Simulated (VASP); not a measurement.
Here is a VASP 6.6.1 calculation.

Contents of INCAR:

```
SYSTEM = V
ALGO = Normal
EDIFF = 1E-6
ENCUT = 500
GGA = PE
GGA_COMPAT = .False.
ISIF = 2
ISMEAR = 0
ISPIN = 2
LASPH = .True.
LCHARG = .True.
LELF = .True.
LMAXMIX = 4
LORBIT = 11
LREAL = .False.
LVHAR = .True.
LWAVE = .False.
MAGMOM = 0.51
NBANDS = 16
NELM = 200
PREC = Accurate
SIGMA = 0.1
```

Contents of KPOINTS:

```
k-points
0
Gamma
  6 6 6
  0 0 0
```

The input POSCAR:

```
V
1.0
   -1.5130000000      1.5130000000      1.5130000000
    1.5130000000     -1.5130000000      1.5130000000
    1.5130000000      1.5130000000     -1.5130000000
V
1
Direct
    0.0000000000      0.0000000000      0.0000000000
```

Potentials or basis: VASP PAW PBE potentials, release 64 (V_sv).

Command:

```bash
$ cat potpaw_PBE.64/V_sv/POTCAR > POTCAR
$ mpirun -np 1 vasp_std > vasp.out
```

(1) Estimate the net moment.

(2) Estimate the site moments.

## Answers

(1) 0.62 μB per cell.

(2) V +0.49 μB.

Caveat: the k points lie up to 0.49 Å⁻¹ apart.
